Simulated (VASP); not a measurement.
# Ni (P6_3/mmc) in VASP: notebook

The runs below take Ni through single point, with PBE.

All numbers are computed with VASP 6.6.1; they aren't measurements. Logs are shortened: lines on timing, memory, paths and dates and some standing lists are left out, and cuts for length are marked.

### Step 1. The cell of the first run

Symmetry: P6_3/mmc, No. 194, hexagonal system. The conventional cell has a = 2.415 Å, b = 2.415 Å, c = 4.018 Å, α = 90.00°, β = 90.00°, γ = 120.00°. Ni (site symmetry -6m2) has 12 Ni at 2.41 to 2.45 Å within 3.2 Å.

### Step 2. Single point, PBE, collinear spin, ferromagnetic start

INCAR

```
SYSTEM = Ni
ALGO = Fast
EDIFF = 1E-6
ENCUT = 520
GGA = PE
ISIF = 2
ISMEAR = -1
ISPIN = 2
LASPH = .TRUE.
LCHARG = .FALSE.
LMAXMIX = 4
LORBIT = 11
LREAL = .FALSE.
LWAVE = .FALSE.
MAGMOM = 1 1
NBANDS = 21
NELM = 150
PREC = Accurate
SIGMA = 0.05
```

KPOINTS

```
k-points
0
G
  12 12 7
  0 0 0
```

POSCAR

```
Ni
1.0
    2.4149374515      0.0000000000      0.0000000000
   -1.2074687258      2.0913971816      0.0000000000
    0.0000000000      0.0000000000      4.0177628822
Ni
2
Direct
    0.6666666667      0.3333333333      0.7500000000
    0.3333333333      0.6666666667      0.2500000000
```

Potentials or basis: VASP PAW PBE potentials, release 64 (Ni).

Command:

```bash
> cat potpaw_PBE.64/Ni/POTCAR > POTCAR
> mpirun -np 1 vasp_std > vasp.out
```

OUTCAR:

```text
SYSTEM = Ni
   EDIFF = 1E-6
   ENCUT = 520
   GGA = PE
   ISIF = 2
   ISMEAR = -1
   ISPIN = 2
   LASPH = .TRUE.
   LORBIT = 11
   LREAL = .FALSE.
   NELM = 150
   PREC = Accurate

 ion  position               nearest neighbor table
   1  0.667  0.333  0.750-   2 2.45   2 2.45   2 2.45   2 2.45   2 2.45   2 2.45
   2  0.333  0.667  0.250-   1 2.45   1 2.45   1 2.45   1 2.45   1 2.45   1 2.45

  LATTYP: Found a hexagonal cell.
 ALAT       =     2.4149374515
 C/A-ratio  =     1.6637130207

  Lattice vectors:

 A1 = (   2.4149374515,   0.0000000000,   0.0000000000)
 A2 = (  -1.2074687258,   2.0913971816,   0.0000000000)
 A3 = (   0.0000000000,   0.0000000000,   4.0177628822)

Analysis of symmetry for initial positions (statically):
=====================================================================
 Subroutine PRICEL returns:
 Original cell was already a primitive cell.

 Routine SETGRP: Setting up the symmetry group for a
 hexagonal supercell.

 Subroutine GETGRP returns: Found 24 space group operations
 (whereof 12 operations were pure point group operations)
 out of a pool of 24 trial point group operations.

The static configuration has the point symmetry D_3d.
 The point group associated with its full space group is D_6h.

Analysis of symmetry for dynamics (positions and initial velocities):
=====================================================================
 Subroutine PRICEL returns:
 Original cell was already a primitive cell.

 Routine SETGRP: Setting up the symmetry group for a
 hexagonal supercell.

 Subroutine GETGRP returns: Found 24 space group operations
 (whereof 12 operations were pure point group operations)
 out of a pool of 24 trial point group operations.

The dynamic configuration has the point symmetry D_3d.
 The point group associated with its full space group is D_6h.

Analysis of structural, dynamic, and magnetic symmetry:
=====================================================================
 Subroutine PRICEL returns:
 Original cell was already a primitive cell.

 Routine SETGRP: Setting up the symmetry group for a
 hexagonal supercell.

 Subroutine GETGRP returns: Found 24 space group operations
 (whereof 12 operations were pure point group operations)
 out of a pool of 24 trial point group operations.

The overall configuration has the point symmetry D_3d.
 The point group associated with its full space group is D_6h.

 Subroutine INISYM returns: Found 24 space group operations
 (whereof 12 operations are pure point group operations),
 and found     1 'primitive' translations

----------------------------------------------------------------------------------------

                                     Primitive cell

  volume of cell :      20.2921

  direct lattice vectors                    reciprocal lattice vectors
     2.414937452  0.000000000  0.000000000     0.414089400  0.239074626  0.000000000
    -1.207468726  2.091397182  0.000000000     0.000000000  0.478149253  0.000000000
     0.000000000  0.000000000  4.017762882     0.000000000  0.000000000  0.248894728

  length of vectors
     2.414937452  2.414937452  4.017762882     0.478149253  0.478149253  0.248894728

  position of ions in fractional coordinates (direct lattice)
     0.666666667  0.333333333  0.750000000
     0.333333333  0.666666667  0.250000000

  ion indices of the primitive-cell ions
   primitive index   ion index
                 1           1
                 2           2

----------------------------------------------------------------------------------------

 KPOINTS: k-points

Automatic generation of k-mesh.
 Grid dimensions read from file:
 generate k-points for:   12   12    7

 Generating k-lattice:

  Cartesian coordinates                     Fractional coordinates (reciprocal lattice)
     0.034507450  0.019922886  0.000000000     0.083333333  0.000000000  0.000000000
     0.000000000  0.039845771  0.000000000     0.000000000  0.083333333  0.000000000
     0.000000000  0.000000000  0.035556390     0.000000000  0.000000000  0.142857143

  Length of vectors
     0.039845771  0.039845771  0.035556390

  Shift w.r.t. Gamma in fractional coordinates (k-lattice)
     0.000000000  0.000000000  0.000000000

 Subroutine IBZKPT returns following result:
 ===========================================

 Found     76 irreducible k-points:

 Following reciprocal coordinates:
            Coordinates               Weight
  0.000000  0.000000  0.000000      1.000000
  0.083333  0.000000  0.000000      6.000000
  0.166667  0.000000  0.000000      6.000000
  0.250000 -0.000000  0.000000      6.000000
  0.333333  0.000000  0.000000      6.000000
  0.416667 -0.000000  0.000000      6.000000
[... 16 lines left out ...]
  0.250000 -0.000000  0.142857     12.000000
  0.333333  0.000000  0.142857     12.000000
 [... further k-points ...]
   k-points           NKPTS =     76   k-points in BZ     NKDIM =     76   number of bands    NBANDS=     21
   number of dos      NEDOS =    301   number of ions     NIONS =      2
   total plane-waves  NPLWV =   9720
   dimension x,y,z NGX =    18 NGY =   18 NGZ =   30
   dimension x,y,z NGXF=    36 NGYF=   36 NGZF=   60
   ions per type =               2
   NGX,Y,Z   is equivalent  to a cutoff of  12.39, 12.39, 12.41 a.u.
   NGXF,Y,Z  is equivalent  to a cutoff of  24.78, 24.78, 24.83 a.u.
 SYSTEM =  Ni
   PREC   = accura    normal or accurate (medium, high low for compatibility)
   ISTART =      0    job   : 0-new  1-cont  2-samecut
   ICHARG =      2    charge: 1-file 2-atom 10-const
   ISPIN  =      2    spin polarized calculation?
   LNONCOLLINEAR =      F non collinear calculations
   LSORBIT =      F    spin-orbit coupling
   LASPH  =      T    aspherical Exc in radial PAW
   ENCUT  =  520.0 eV  38.22 Ry    6.18 a.u.   4.49  4.49  7.47*2*pi/ulx,y,z
   NELM   =    150;   NELMIN=  2; NELMDL= -5     # of ELM steps
   EDIFF  = 0.1E-05   stopping-criterion for ELM
   LREAL  =      F    real-space projection
   EDIFFG = 0.1E-04   stopping-criterion for IOM
   NSW    =      0    number of steps for IOM
   IBRION =     -1    ionic relax: 0-MD 1-quasi-New 2-CG
   NFREE  =      0    steps in history (QN), initial steepest desc. (CG)
   ISIF   =      2    stress and relaxation
   ISYM   =      2    0-nonsym 1-usesym 2-fastsym
   POTIM  = 0.5000    time-step for ionic-motion
   TEBEG  =    0.0;   TEEND  =   0.0 temperature during run
   PSTRESS=    0.0 pullay stress
   NELECT =      20.0000    total number of electrons
   NUPDOWN=      -1.0000    fix difference up-down
   EMIN   =  10.00;   EMAX   =-10.00  energy-range for DOS
   EFERMI =   0.00;   METHOD = LEGACY
   ISMEAR =    -1;   SIGMA  =   0.05  broadening in eV -4-tet -1-fermi 0-gaus
   EFERMI_NEDOS =   21; number of points for ismear=-14 and -15
   IALGO  =     68    algorithm
   IMIX   =      4    mixing-type and parameters
     AMIX     =   0.40;   BMIX     =  1.00
     AMIX_MAG =   1.60;   BMIX_MAG =  1.00
  volume/ion in A,a.u.               =      10.15        68.47
  Fermi-wavevector in a.u.,A,eV,Ry     =   1.629206  3.078752 36.114098  2.654311
  Thomas-Fermi vector in A             =   2.721710
   LORBIT       =     11    0 simple, 1 ext, 2 COOP (PROOUT), +10 PAW based schemes
   GGA     = PE    functional components
   LHFCALC =     F    Hartree Fock is set to
   AEXX    =    0.0000 exact exchange contribution
   IVDW    =     0    specifies the selected vdW correction
   LEPSILON=     F    determine dielectric tensor
   LRPA    =     F    only Hartree local field effects (RPA)
 spin polarized calculation
 RMM-DIIS sequential band-by-band and
  energy-cutoff  :      520.00
  volume of cell :       20.29
 maximum number of plane-waves:       564
 NGX is ok and might be reduce to    18
   NGX =  9   NGY =  9   NGZ = 15

 number of electron      19.9999981 magnetization       1.2245450

 Free energy of the ion-electron system (eV)
  ---------------------------------------------------
  ext. energy  EPLUGINS =         0.00000000
  ---------------------------------------------------
  free energy    TOTEN  =       -10.82225887 eV

  energy without entropy =      -10.78823536  energy(sigma->0) =      -10.80524711

 E-fermi :  10.4178     XC(G=0): -13.6715

 val. band max:       10.4167933833   @ k =   0.3333   0.0833   0.1429
 cond. band min:      10.4245696969   @ k =   0.0833   0.0000   0.0000
 fundamental gap:      0.0077763136
 Fermi energy:        10.4177893299

 spin component 1

 k-point     1 :       0.0000    0.0000    0.0000
  band No.  band energies     occupation
      1       0.8927      1.00000
      2       5.1636      1.00000
      3       7.7317      1.00000
      4       7.8984      1.00000
      5       7.8984      1.00000
      6       8.1805      1.00000
[... 13 lines left out ...]
     20      37.8688      0.00000
     21      41.8891      0.00000

 k-point     2 :       0.0833    0.0000    0.0000
  band No.  band energies     occupation
      1       1.1499      1.00000
      2       5.3257      1.00000
      3       7.6156      1.00000
      4       7.9812      1.00000
      5       8.0147      1.00000
      6       8.1237      1.00000
[... 13 lines left out ...]
     20      40.4247      0.00000
     21      40.9735      0.00000

 k-point     3 :       0.1667    0.0000    0.0000
  band No.  band energies     occupation
      1       1.8968      1.00000
      2       5.7320      1.00000
      3       7.3720      1.00000
      4       7.5877      1.00000
      5       7.9141      1.00000
      6       8.2738      1.00000
[... 13 lines left out ...]
     20      40.0984      0.00000
     21      40.7538      0.00000
[... 457 lines left out ...]
 k-point    23 :       0.2500   -0.0000    0.1429
  band No.  band energies     occupation
      1       3.2047      1.00000
      2       6.0770      1.00000
      3       6.7626      1.00000
      4       7.2582      1.00000
      5       7.6943      1.00000
      6       8.2822      1.00000
[... 13 lines left out ...]
     20      37.6264      0.00000
     21      38.6205      0.00000

 k-point    24 :       0.3333    0.0000    0.1429
  band No.  band energies     occupation
      1       4.4258      1.00000
      2       6.0224      1.00000
      3       6.3981      1.00000
      4       7.1973      1.00000
      5       7.8678      1.00000
      6       8.1489      1.00000
[... 13 lines left out ...]
     20      36.2142      0.00000
     21      39.3363      0.00000

 [... further k-points ...]

 spin component 2

 k-point     1 :       0.0000    0.0000    0.0000
  band No.  band energies     occupation
      1       0.8687      1.00000
      2       5.5562      1.00000
      3       8.4277      1.00000
      4       8.5632      1.00000
      5       8.5632      1.00000
      6       8.8641      1.00000
[... 13 lines left out ...]
     20      37.9556      0.00000
     21      41.9859      0.00000

 k-point     2 :       0.0833    0.0000    0.0000
  band No.  band energies     occupation
      1       1.1263      1.00000
      2       5.7282      1.00000
      3       8.2802      1.00000
      4       8.6694      1.00000
      5       8.6842      1.00000
      6       8.8020      1.00000
[... 13 lines left out ...]
     20      40.5065      0.00000
     21      41.0508      0.00000

 k-point     3 :       0.1667    0.0000    0.0000
  band No.  band energies     occupation
      1       1.8762      1.00000
      2       6.1658      1.00000
      3       7.9597      1.00000
      4       7.9989      1.00000
      5       8.5760      1.00000
      6       8.9770      1.00000
[... 13 lines left out ...]
     20      40.1338      0.00000
     21      40.6692      0.00000
[... 457 lines left out ...]
 k-point    23 :       0.2500   -0.0000    0.1429
  band No.  band energies     occupation
      1       3.2040      1.00000
      2       6.5134      1.00000
      3       7.1808      1.00000
      4       7.8230      1.00000
      5       8.3360      1.00000
      6       8.8640      1.00000
[... 13 lines left out ...]
     20      37.7159      0.00000
     21      38.6909      0.00000

 k-point    24 :       0.3333    0.0000    0.1429
  band No.  band energies     occupation
      1       4.5055      1.00000
      2       6.4955      1.00000
      3       6.8393      1.00000
      4       7.7205      1.00000
      5       8.4852      1.00000
      6       8.7556      1.00000
[... 13 lines left out ...]
     20      36.3089      0.00000
     21      39.3957      0.00000

 [... further k-points ...]
[... 5 lines left out ...]
  --------------------------------------------------------------------------------------
  -------------------------------------------------------------------------------------
  Total        2.3632449      2.3632449      1.8202331     -0.0000000      0.0000000      0.0000000
  in kB      186.5918204    186.5918204    143.7179038     -0.0000000      0.0000000      0.0000000
  external PRESSURE =     172.3005149 kB  Pullay stress =       0.0000000 kB

 VOLUME and BASIS-vectors are now :
 -----------------------------------------------------------------------------
  energy-cutoff  :      520.00
  volume of cell :       20.29
      direct lattice vectors                 reciprocal lattice vectors
     2.414937452  0.000000000  0.000000000     0.414089400  0.239074626  0.000000000
    -1.207468726  2.091397182  0.000000000     0.000000000  0.478149253  0.000000000
     0.000000000  0.000000000  4.017762882     0.000000000  0.000000000  0.248894728

 POSITION                                       TOTAL-FORCE (eV/Angst)
 -----------------------------------------------------------------------------------
      1.20747      0.69713      3.01332         0.000000     -0.000000      0.000000
     -0.00000      1.39426      1.00444        -0.000000      0.000000      0.000000
 -----------------------------------------------------------------------------------
    total drift:                               -0.000000      0.000000     -0.000000

  FREE ENERGIE OF THE ION-ELECTRON SYSTEM (eV)
  ---------------------------------------------------
  free  energy   TOTEN  =       -10.8222588674 eV

  energy  without entropy=      -10.7882353610  energy(sigma->0) =      -10.80524711

 total charge

# of ion       s       p       d       tot
------------------------------------------
    1        0.528   0.563   8.354   9.445
    2        0.528   0.563   8.354   9.445
--------------------------------------------------
tot          1.056   1.126  16.708  18.889

 magnetization (x)

# of ion       s       p       d       tot
------------------------------------------
    1       -0.005  -0.025   0.647   0.617
    2       -0.005  -0.025   0.647   0.617
--------------------------------------------------
tot         -0.010  -0.050   1.294   1.235
```

Wall time 46 s (1 thread of Intel Xeon 6975P-C, shared host); peak memory 0.17 GiB.

What came out:

```
Free energy                                           : -10.8223 eV
Pressure                                              : 17.2 GPa
Net moment                                            : 1.22 μB per cell
Site moments                                          : Ni +0.62 μB
Valence electrons inside the program's atomic spheres : Ni 9.45
```

Levels at points of the mesh, in eV from the Fermi level:
Spin up:
```
           k point  band 8  band 9  band 10  band 11  band 12  band 13  band 14  band 15
(0.00, 0.00, 0.00)   -1.69   -1.69    -0.70    -0.70    -0.64     5.90    23.42    25.77
(0.50, 0.00, 0.00)   -0.57   -0.52    -0.45     1.29     3.34     9.69    10.32    12.87
```
Spin down:
| k point | band 8 | band 9 | band 10 | band 11 | band 12 | band 13 |
| --- | --- | --- | --- | --- | --- | --- |
| (0.00, 0.00, 0.00) | -1.05 | -1.05 | -0.69 | -0.02 | -0.02 | 6.32 |
| (0.50, 0.00, 0.00) | 0.16 | 0.19 | 0.32 | 1.77 | 3.72 | 9.81 |

### Step 3. Single point, PBE, collinear spin, ferromagnetic start

This run uses another cell than the first one, of 10.78 Å³/atom, 1.062 times its volume.

INCAR

```
ALGO     = Normal         # electronic algorithm
EDIFF    = 1E-6           # SCF threshold, eV
ENCUT    = 520            # plane-wave cutoff, eV
GGA      = PE             # functional
ISIF     = 2              # what is computed and relaxed
ISMEAR   = -1             # smearing method
ISPIN    = 2              # spin polarisation
LASPH    = T              # aspherical terms in the spheres
LCHARG   = F              # write CHGCAR
LMAXMIX  = 4              # l up to which the mixer works
LORBIT   = 11             # projections on sites
LREAL    = F              # projectors in reciprocal space
LWAVE    = F              # write WAVECAR
MAGMOM   = 1 1            # initial moments
NBANDS   = 21             # bands
NELM     = 150            # most SCF steps
PREC     = Accurate       # precision mode
SIGMA    = 0.05           # smearing width, eV
```

KPOINTS

```
k-points
0
Gamma
  12 12 7
```

POSCAR

```
Ni
1.0
    2.4642354424      0.0000000000      0.0000000000
   -1.2321177212      2.1340904941      0.0000000000
    0.0000000000      0.0000000000      4.0997805916
Ni
2
Direct
    0.6666666667      0.3333333333      0.7500000000
    0.3333333333      0.6666666667      0.2500000000
```

Potentials or basis: VASP PAW PBE potentials, release 64 (Ni).

Command:

```bash
> cat potpaw_PBE.64/Ni/POTCAR > POTCAR
> mpirun -np 1 vasp_std > vasp.out
```

Run time: 40 s. Hardware: 1 thread of Intel Xeon 6975P-C, shared host; peak memory 0.17 GiB.

The run converged. Its results:

* Free energy: -10.8984 eV
* Pressure: 2.7 GPa
* Net moment: 1.28 μB per cell
* Site moments: Ni +0.65 μB
* Valence electrons inside the program's atomic spheres: Ni 9.33

Stress tensor (GPa, compression positive):
```
3.94 0.00 0.00
0.00 3.94 0.00
0.00 0.00 0.31
```

Levels at points of the mesh, in eV from the Fermi level:
Spin up:
| k point | band 7 | band 8 | band 9 | band 10 | band 11 | band 12 | band 13 | band 14 | band 15 | band 16 |
| --- | --- | --- | --- | --- | --- | --- | --- | --- | --- | --- |
| (0.00, 0.00, 0.00) | -2.13 | -1.62 | -1.62 | -0.72 | -0.72 | -0.52 | 5.44 | 22.89 | 24.95 | 24.95 |
| (0.50, 0.00, 0.00) | -2.11 | -0.61 | -0.56 | -0.50 | 1.18 | 3.10 | 9.29 | 9.82 | 12.37 | 13.29 |
Spin down:
| k point | band 5 | band 6 | band 7 | band 8 | band 9 | band 10 | band 11 | band 12 | band 13 | band 14 |
| --- | --- | --- | --- | --- | --- | --- | --- | --- | --- | --- |
| (0.00, 0.00, 0.00) | -1.68 | -1.41 | -1.41 | -0.96 | -0.96 | -0.57 | -0.01 | -0.01 | 5.88 | 22.76 |
| (0.50, 0.00, 0.00) | -1.79 | -1.74 | -1.41 | 0.15 | 0.19 | 0.30 | 1.67 | 3.49 | 9.40 | 9.94 |

[end of part 1 of 2]
